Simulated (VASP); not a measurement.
# SrW2 (P-3m1) in VASP: further runs

Runs on SrW2. Level: PBE. Tasks: single point, relaxation of cell and atoms.

All numbers are computed with VASP 6.6.1; they aren't measurements. Logs are shortened: lines on timing, memory, paths and dates and some standing lists are left out, and cuts for length are marked.

## 1. The cell of the first run

The structure is trigonal, space group P-3m1 (No. 164). The conventional cell has a = 3.268 Å, b = 3.268 Å, c = 7.430 Å, α = 90.00°, β = 90.00°, γ = 120.00°. Within 4.3 Å of Sr (site symmetry -3m) lie 6 Sr at 3.27 Å and 6 W at 3.44 Å. Within 3.3 Å of W (site symmetry 3m) lie 9 W at 2.53 to 3.27 Å.

The cell was built from a structure type or drawn by symmetry, and may not be a known phase.

## 2. Single point, PBE

Contents of INCAR:

```
SYSTEM = SrW2
  ALGO = Normal
  EDIFF = 1E-7
  ENCUT = 520
  GGA = PE
  ISIF = 2
  ISMEAR = 0
  LASPH = .TRUE.
  LCHARG = .FALSE.
  LREAL = .FALSE.
  LWAVE = .FALSE.
  NBANDS = 26
  NELM = 80
  PREC = Accurate
  SIGMA = 0.1
```

Contents of KPOINTS:

```
k-points
0
G
  6 6 2
  0 0 0
```

Contents of POSCAR:

```
SrW2
1.0
    3.2679048308     -0.0000000026      0.0000000000
   -1.6339524132      2.8300886019      0.0000000000
    0.0000000000      0.0000000000      7.4301470674
Sr W
1 2
Direct
    0.0000000000      0.0000000000      0.5000000000
    0.3333333333      0.6666666667      0.8863705845
    0.6666666667      0.3333333333      0.1136294155
```

Potentials or basis: VASP PAW PBE potentials, release 64 (Sr_sv, W_sv).

The run is started by

```console
cat potpaw_PBE.64/Sr_sv/POTCAR potpaw_PBE.64/W_sv/POTCAR > POTCAR
mpirun -np 1 vasp_std > vasp.out
```

OUTCAR:

```text
SYSTEM = SrW2
   EDIFF = 1E-7
   ENCUT = 520
   GGA = PE
   ISIF = 2
   ISMEAR = 0
   LASPH = .TRUE.
   LREAL = .FALSE.
   NELM = 80
   PREC = Accurate

 ion  position               nearest neighbor table
   1  0.000  0.000  0.500-   2 3.44   3 3.44   3 3.44   2 3.44   3 3.44   2 3.44
   2  0.333  0.667  0.886-   3 2.53   3 2.53   3 2.53   1 3.44   1 3.44   1 3.44
   3  0.667  0.333  0.114-   2 2.53   2 2.53   2 2.53   1 3.44   1 3.44   1 3.44

  LATTYP: Found a hexagonal cell.
 ALAT       =     3.2679048308
 C/A-ratio  =     2.2736730266

  Lattice vectors:

 A1 = (   3.2679048308,  -0.0000000026,   0.0000000000)
 A2 = (  -1.6339524132,   2.8300886019,   0.0000000000)
 A3 = (   0.0000000000,   0.0000000000,   7.4301470674)

Analysis of symmetry for initial positions (statically):
=====================================================================
 Subroutine PRICEL returns:
 Original cell was already a primitive cell.

 Routine SETGRP: Setting up the symmetry group for a
 hexagonal supercell.

 Subroutine GETGRP returns: Found 12 space group operations
 (whereof 12 operations were pure point group operations)
 out of a pool of 24 trial point group operations.

The static configuration has the point symmetry D_3d.

Analysis of symmetry for dynamics (positions and initial velocities):
=====================================================================
 Subroutine PRICEL returns:
 Original cell was already a primitive cell.

 Routine SETGRP: Setting up the symmetry group for a
 hexagonal supercell.

 Subroutine GETGRP returns: Found 12 space group operations
 (whereof 12 operations were pure point group operations)
 out of a pool of 24 trial point group operations.

The dynamic configuration has the point symmetry D_3d.

 Subroutine INISYM returns: Found 12 space group operations
 (whereof 12 operations are pure point group operations),
 and found     1 'primitive' translations

----------------------------------------------------------------------------------------

                                     Primitive cell

  volume of cell :      68.7174

  direct lattice vectors                    reciprocal lattice vectors
     3.267904831 -0.000000003  0.000000000     0.306006464  0.176672914  0.000000000
[... 71 lines left out ...]
   ISPIN  =      1    spin polarized calculation?
   LNONCOLLINEAR =      F non collinear calculations
   LSORBIT =      F    spin-orbit coupling
   LASPH  =      T    aspherical Exc in radial PAW
   ENCUT  =  520.0 eV  38.22 Ry    6.18 a.u.   6.08  6.08 13.82*2*pi/ulx,y,z
   NELM   =     80;   NELMIN=  2; NELMDL= -5     # of ELM steps
   EDIFF  = 0.1E-06   stopping-criterion for ELM
   LREAL  =      F    real-space projection
   EDIFFG = 0.1E-05   stopping-criterion for IOM
   NSW    =      0    number of steps for IOM
   IBRION =     -1    ionic relax: 0-MD 1-quasi-New 2-CG
   NFREE  =      0    steps in history (QN), initial steepest desc. (CG)
   ISIF   =      2    stress and relaxation
   ISYM   =      2    0-nonsym 1-usesym 2-fastsym
   POTIM  = 0.5000    time-step for ionic-motion
   TEBEG  =    0.0;   TEEND  =   0.0 temperature during run
   PSTRESS=    0.0 pullay stress
   NELECT =      38.0000    total number of electrons
   NUPDOWN=      -1.0000    fix difference up-down
   EMIN   =  10.00;   EMAX   =-10.00  energy-range for DOS
   EFERMI =   0.00;   METHOD = LEGACY
   ISMEAR =     0;   SIGMA  =   0.10  broadening in eV -4-tet -1-fermi 0-gaus
   EFERMI_NEDOS =   21; number of points for ismear=-14 and -15
   IALGO  =     38    algorithm
   IMIX   =      4    mixing-type and parameters
     AMIX     =   0.40;   BMIX     =  1.00
     AMIX_MAG =   1.60;   BMIX_MAG =  1.00
  volume/ion in A,a.u.               =      22.91       154.58
  Fermi-wavevector in a.u.,A,eV,Ry     =   1.343735  2.539292 24.567016  1.805625
  Thomas-Fermi vector in A             =   2.471785
   LORBIT       =      0    0 simple, 1 ext, 2 COOP (PROOUT), +10 PAW based schemes
   GGA     = PE    functional components
   LHFCALC =     F    Hartree Fock is set to
   AEXX    =    0.0000 exact exchange contribution
   IVDW    =     0    specifies the selected vdW correction
   LEPSILON=     F    determine dielectric tensor
   LRPA    =     F    only Hartree local field effects (RPA)
 non-spin polarized calculation
 Gauss-broadening in eV      SIGMA  =   0.10
  energy-cutoff  :      520.00
  volume of cell :       68.72
 maximum number of plane-waves:      1884
   NGX = 13   NGY = 13   NGZ = 27

 number of electron      38.0000004 magnetization

 Free energy of the ion-electron system (eV)
  ---------------------------------------------------
  ext. energy  EPLUGINS =         0.00000000
  ---------------------------------------------------
  free energy    TOTEN  =       -24.35193340 eV

  energy without entropy =      -24.33696547  energy(sigma->0) =      -24.34444944

 E-fermi :   6.4216     XC(G=0): -11.1231

 val. band max:        6.3918264730   @ k =   0.3333   0.1667   0.5000
 cond. band min:       6.4690423566   @ k =   0.3333   0.3333   0.0000
 fundamental gap:      0.0772158835
 Fermi energy:         6.4215850754

 k-point     1 :       0.0000    0.0000    0.0000
  band No.  band energies     occupation
      1     -67.4690      2.00000
      2     -67.2448      2.00000
      3     -32.0505      2.00000
      4     -31.7259      2.00000
      5     -31.7259      2.00000
      6     -31.2299      2.00000
[... 395 lines left out ...]
     25      10.0855      0.00000
     26      10.0855      0.00000

------------------------ aborting loop because EDIFF is reached ----------------------------------------

  FORCE on cell =-STRESS in cart. coord.  units (eV):
  Direction    XX          YY          ZZ          XY          YZ          ZX
  --------------------------------------------------------------------------------------
  -------------------------------------------------------------------------------------
  Total        0.1206883      0.1206883      0.2341316     -0.0000000      0.0000000     -0.0000000
  in kB        2.8139018      2.8139018      5.4588822     -0.0000000      0.0000000     -0.0000000
  external PRESSURE =       3.6955620 kB  Pullay stress =       0.0000000 kB

 VOLUME and BASIS-vectors are now :
 -----------------------------------------------------------------------------
  energy-cutoff  :      520.00
  volume of cell :       68.72
      direct lattice vectors                 reciprocal lattice vectors
     3.267904831 -0.000000003  0.000000000     0.306006464  0.176672914  0.000000000
    -1.633952413  2.830088602  0.000000000     0.000000000  0.353345828  0.000000000
     0.000000000  0.000000000  7.430147067     0.000000000  0.000000000  0.134586838

 POSITION                                       TOTAL-FORCE (eV/Angst)
 -----------------------------------------------------------------------------------
      0.00000      0.00000      3.71507         0.000000      0.000000      0.000000
      0.00000      1.88673      6.58586         0.000000      0.000000     -0.076912
      1.63395      0.94336      0.84428        -0.000000     -0.000000      0.076912
 -----------------------------------------------------------------------------------
    total drift:                               -0.000000      0.000000      0.000000

  FREE ENERGIE OF THE ION-ELECTRON SYSTEM (eV)
  ---------------------------------------------------
  free  energy   TOTEN  =       -24.3519334043 eV

  energy  without entropy=      -24.3369654711  energy(sigma->0) =      -24.34444944
```

stdout:

```text
POSCAR found type information on POSCAR SrW
 POSCAR found :  2 types and       3 ions
 scaLAPACK will be used
 LDA part: xc-table for (Slater+PW92), standard interpolation
 POSCAR, INCAR and KPOINTS ok, starting setup
 FFT: planning ... GRIDC
 FFT: planning ... GRID_SOFT
 FFT: planning ... GRID
 WAVECAR not read
 entering main loop
```

It took 17 s on 1 thread of Intel Xeon Platinum 8488C (Sapphire Rapids), shared host; peak memory 0.18 GiB.

What came out:

```
Free energy            : -24.3519 eV
Pressure               : 0.4 GPa
Largest force          : 0.077 eV/Å
Band gap on the k mesh : zero (bands 19 and 20 overlap by 1.12 eV)
```

Forces in eV/Å, atoms in the order of the input:
```
Sr   0.000  0.000  0.000
W    0.000  0.000 -0.077
W    0.000  0.000  0.077
```

Levels at points of the mesh, in eV from the Fermi level:
```tsv
k point	band 15	band 16	band 17	band 18	band 19	band 20	band 21	band 22	band 23	band 24
(0.00, 0.00, 0.00)	-2.41	-1.93	-1.93	-1.69	-1.69	-1.07	1.46	2.33	2.33	3.42
(0.50, 0.00, 0.00)	-2.75	-1.63	-1.50	-0.79	-0.29	0.60	1.38	2.06	2.22	3.76
(0.00, 0.00, 0.50)	-3.30	-1.91	-1.91	-1.70	-1.70	0.41	0.56	2.51	2.51	3.31
(0.50, 0.00, 0.50)	-2.49	-1.80	-1.55	-0.73	-0.39	1.57	1.61	2.22	2.30	2.37
```

Caveat: the k points lie up to 0.42 Å⁻¹ apart, too coarse for converged energies and pressures of a metal; spin-orbit coupling is left out, which moves the levels of the heavy elements.

## 3. Single point, PBE

This run uses another cell than the first one, of 22.81 Å³/atom.

Contents of INCAR:

```
SYSTEM = SrW2
PREC     = Accurate       ! precision mode
ENCUT    = 520            ! plane-wave cutoff, eV
EDIFF    = 1E-6           ! SCF threshold, eV
ISMEAR   = 0              ! smearing method
SIGMA    = 0.1            ! smearing width, eV
LREAL    = .FALSE.        ! projectors in reciprocal space
LASPH    = .TRUE.         ! aspherical terms in the spheres
NELM     = 100            ! most SCF steps
ALGO     = Normal         ! electronic algorithm
ISIF     = 2              ! what is computed and relaxed
LWAVE    = .FALSE.        ! write WAVECAR
LCHARG   = .TRUE.         ! write CHGCAR
GGA      = PE             ! functional
LELF     = .TRUE.         ! ELF
LVHAR    = .TRUE.       
NBANDS   = 26             ! bands
```

Contents of KPOINTS:

```
Automatic mesh
0
G
  6 6 4
  0 0 0
```

Contents of POSCAR:

```
SrW2
1.0
    3.2470597581      0.0000000000      0.0000000000
   -1.6235298790      2.8120362381      0.0000000000
    0.0000000000      0.0000000000      7.4937731496
Sr W
1 2
Direct
    0.0000000000      0.0000000000      0.5000000000
    0.3333333333      0.6666666667      0.8859388887
    0.6666666667      0.3333333333      0.1140611113
```

Potentials or basis: VASP PAW PBE potentials, release 64 (Sr_sv, W_sv).

The run is started by

```console
cat potpaw_PBE.64/Sr_sv/POTCAR potpaw_PBE.64/W_sv/POTCAR > POTCAR
mpirun -np 1 vasp_std > vasp.out
```

OUTCAR:

```text
SYSTEM = SrW2
   PREC = Accurate
   ENCUT = 520
   EDIFF = 1E-6
   ISMEAR = 0
   LREAL = .FALSE.
   LASPH = .TRUE.
   NELM = 100
   ISIF = 2
   GGA = PE

 ion  position               nearest neighbor table
   1  0.000  0.000  0.500-   2 3.45   3 3.45   2 3.45   3 3.45   3 3.45   2 3.45
   2  0.333  0.667  0.886-   3 2.54   3 2.54   3 2.54   1 3.45   1 3.45   1 3.45
   3  0.667  0.333  0.114-   2 2.54   2 2.54   2 2.54   1 3.45   1 3.45   1 3.45

  LATTYP: Found a hexagonal cell.
 ALAT       =     3.2470597581
 C/A-ratio  =     2.3078642550

  Lattice vectors:
[... 884 lines left out ...]

  FORCE on cell =-STRESS in cart. coord.  units (eV):
  Direction    XX          YY          ZZ          XY          YZ          ZX
  --------------------------------------------------------------------------------------
  -------------------------------------------------------------------------------------
  Total        0.2142896      0.2142896      0.1148536      0.0000000      0.0000000      0.0000000
  in kB        5.0176448      5.0176448      2.6893250      0.0000000      0.0000000      0.0000000
  external PRESSURE =       4.2415382 kB  Pullay stress =       0.0000000 kB

 VOLUME and BASIS-vectors are now :
 -----------------------------------------------------------------------------
  energy-cutoff  :      520.00
  volume of cell :       68.42
      direct lattice vectors                 reciprocal lattice vectors
     3.247059758  0.000000000  0.000000000     0.307970926  0.177807097  0.000000000
    -1.623529879  2.812036238  0.000000000     0.000000000  0.355614194  0.000000000
     0.000000000  0.000000000  7.493773150     0.000000000  0.000000000  0.133444125

 POSITION                                       TOTAL-FORCE (eV/Angst)
 -----------------------------------------------------------------------------------
      0.00000      0.00000      3.74689        -0.000000      0.000000      0.000000
     -0.00000      1.87469      6.63903        -0.000000      0.000000     -0.030181
      1.62353      0.93735      0.85475         0.000000     -0.000000      0.030181
 -----------------------------------------------------------------------------------
    total drift:                               -0.000000      0.000000      0.000000

  FREE ENERGIE OF THE ION-ELECTRON SYSTEM (eV)
  ---------------------------------------------------
  free  energy   TOTEN  =       -24.2799187197 eV

  energy  without entropy=      -24.2664861494  energy(sigma->0) =      -24.27320243
```

OSZICAR:

```text
N       E                     dE             d eps       ncg     rms          rms(c)
DAV:   1     0.402873309078E+03    0.40287E+03   -0.22288E+04  1256   0.153E+03
DAV:   2    -0.543925415327E+01   -0.40831E+03   -0.40020E+03  1354   0.464E+02
DAV:   3    -0.253752014541E+02   -0.19936E+02   -0.19445E+02  1988   0.911E+01
DAV:   4    -0.257852335616E+02   -0.41003E+00   -0.40850E+00  1574   0.118E+01
DAV:   5    -0.257983751731E+02   -0.13142E-01   -0.13136E-01  1932   0.181E+00    0.345E+01
DAV:   6    -0.246627376174E+02    0.11356E+01   -0.75334E+00  1608   0.125E+01    0.112E+01
DAV:   7    -0.244628253093E+02    0.19991E+00   -0.38882E+00  1564   0.768E+00    0.996E+00
DAV:   8    -0.242872982828E+02    0.17553E+00   -0.80235E-01  1630   0.373E+00    0.295E+00
DAV:   9    -0.242801407347E+02    0.71575E-02   -0.57876E-02  1630   0.204E+00    0.432E-01
DAV:  10    -0.242800373171E+02    0.10342E-03   -0.44080E-03  1396   0.536E-01    0.253E-01
DAV:  11    -0.242799140912E+02    0.12323E-03   -0.72794E-04  1700   0.198E-01    0.942E-02
DAV:  12    -0.242799177652E+02   -0.36740E-05   -0.64808E-05  1578   0.542E-02    0.326E-02
DAV:  13    -0.242799188910E+02   -0.11257E-05   -0.25763E-06  1324   0.109E-02    0.353E-03
DAV:  14    -0.242799187197E+02    0.17125E-06   -0.60581E-07   758   0.671E-03
   1 F= -.24279919E+02 E0= -.24273202E+02  d E =-.134326E-01
```

stdout:

```text
POSCAR found type information on POSCAR SrW
 POSCAR found :  2 types and       3 ions
 scaLAPACK will be used
 LDA part: xc-table for (Slater+PW92), standard interpolation
 POSCAR, INCAR and KPOINTS ok, starting setup
 FFT: planning ... GRIDC
 FFT: planning ... GRID_SOFT
 FFT: planning ... GRID
 WAVECAR not read
 entering main loop
```

Wall time 24 s (1 thread of Intel Xeon Platinum 8488C (Sapphire Rapids), shared host); peak memory 0.2 GiB.

What came out:

```
Free energy            : -24.2799 eV
Pressure               : 0.4 GPa
Largest force          : 0.030 eV/Å
Band gap on the k mesh : zero (bands 19 and 20 overlap by 1.25 eV)
```

Forces on the atoms (eV/Å):
```
Sr   0.000  0.000  0.000
W    0.000  0.000 -0.030
W    0.000  0.000  0.030
```

Stress tensor (GPa, compression positive):
```
0.50 0.00 0.00
0.00 0.50 0.00
0.00 0.00 0.27
```

Levels at points of the mesh, in eV from the Fermi level:
```tsv
k point	band 15	band 16	band 17	band 18	band 19	band 20	band 21	band 22	band 23	band 24
(0.00, 0.00, 0.00)	-2.47	-1.90	-1.90	-1.67	-1.67	-1.16	1.31	2.28	2.28	3.26
(0.50, 0.00, 0.00)	-2.84	-1.64	-1.50	-0.80	-0.35	0.51	1.28	2.12	2.30	3.74
(0.00, 0.00, 0.50)	-3.34	-1.88	-1.88	-1.68	-1.68	0.33	0.44	2.44	2.44	3.30
(0.50, 0.00, 0.50)	-2.60	-1.82	-1.55	-0.79	-0.39	1.49	1.56	2.22	2.30	2.36
```

Caveat: the k points lie up to 0.37 Å⁻¹ apart, too coarse for converged energies and pressures of a metal; spin-orbit coupling is left out, which moves the levels of the heavy elements.

## 4. Relaxation of cell and atoms, PBE

This run uses another cell than the first one, of 29.76 Å³/atom.

Contents of INCAR:

```
SYSTEM = SrW2
  ALGO = Normal
  EDIFF = 1E-6
  EDIFFG = -0.04
  ENCUT = 600
  GGA = PE
  IBRION = 2
  ISIF = 3
  ISMEAR = 0
  LASPH = .TRUE.
  LCHARG = .FALSE.
  LREAL = .FALSE.
  LWAVE = .FALSE.
  NELM = 60
  NSW = 90
  PREC = Accurate
  SIGMA = 0.1
```

Contents of KPOINTS:

```
k-points
0
G
  6 6 2
  0 0 0
```

Contents of POSCAR:

```
SrW2
1.0
    3.6454817700      0.0000000000      0.0000000000
   -1.8227408800      3.1570798200      0.0000000000
    0.0000000000      0.0000000000      7.7560539500
Sr W
1 2
Direct
    0.0000000000      0.0000000000      0.5000000000
    0.3333333300      0.6666666700      0.8707451600
    0.6666666700      0.3333333300      0.1292548400
```

The run is started by

```console
cat potpaw_PBE.64/Sr_sv/POTCAR potpaw_PBE.64/W_sv/POTCAR > POTCAR
mpirun -np 1 vasp_std > vasp.out
```

Wall time 3.1 min (1 thread of Intel Xeon Platinum 8488C (Sapphire Rapids), shared host); peak memory 0.25 GiB.

Results (log left out):

```yaml
Free_energy: -24.3534 eV
Relaxed_volume: 23.01 Å³/atom
Relaxed_cell: a = 3.269 Å, b = 3.269 Å, c = 7.457 Å, α = 90.00°, β = 90.00°, γ = 120.00°
Space_group_after_relaxing_to_0.1_Å: P-3m1 (No. 164)
Pressure_after_relaxing: -0.1 GPa
Largest_force_after_relaxing: 0.022 eV/Å
Band_gap_on_the_k_mesh: zero (bands 19 and 20 overlap by 1.13 eV)
```

Forces on the atoms (eV/Å):
```
Sr   0.000  0.000  0.000
W    0.000  0.000 -0.022
W    0.000  0.000  0.022
```

Stress tensor (GPa, compression positive):
```
 0.00  0.00  0.00
 0.00  0.00  0.00
 0.00  0.00 -0.24
```

Final structure:
```xyz
3
Lattice="3.2695 0.0000 0.0000 -1.6347 2.8314 0.0000 0.0000 0.0000 7.4571" Properties=species:S:1:pos:R:3 pbc="T T T"
Sr    0.0000    0.0000    3.7286
W     0.0000    1.8876    6.6113
W     1.6347    0.9438    0.8458
```

Levels at points of the mesh, in eV from the Fermi level:
| k point | band 15 | band 16 | band 17 | band 18 | band 19 | band 20 | band 21 | band 22 | band 23 |
| --- | --- | --- | --- | --- | --- | --- | --- | --- | --- |
| (0.00, 0.00, 0.00) | -2.43 | -1.92 | -1.92 | -1.68 | -1.68 | -1.09 | 1.43 | 2.32 | 2.32 |
| (0.50, 0.00, 0.00) | -2.74 | -1.62 | -1.49 | -0.79 | -0.29 | 0.59 | 1.37 | 2.06 | 2.22 |
| (0.00, 0.00, 0.50) | -3.30 | -1.90 | -1.90 | -1.69 | -1.69 | 0.39 | 0.54 | 2.49 | 2.49 |
| (0.50, 0.00, 0.50) | -2.49 | -1.79 | -1.55 | -0.72 | -0.39 | 1.56 | 1.59 | 2.22 | 2.34 |

Caveat: the k points lie up to 0.42 Å⁻¹ apart in the final cell, too coarse for converged energies and pressures of a metal; the volume moved by over 15 % at a fixed basis, so the end points are rough; spin-orbit coupling is left out, which moves the levels of the heavy elements.

(Continued in part 2 of 2.)
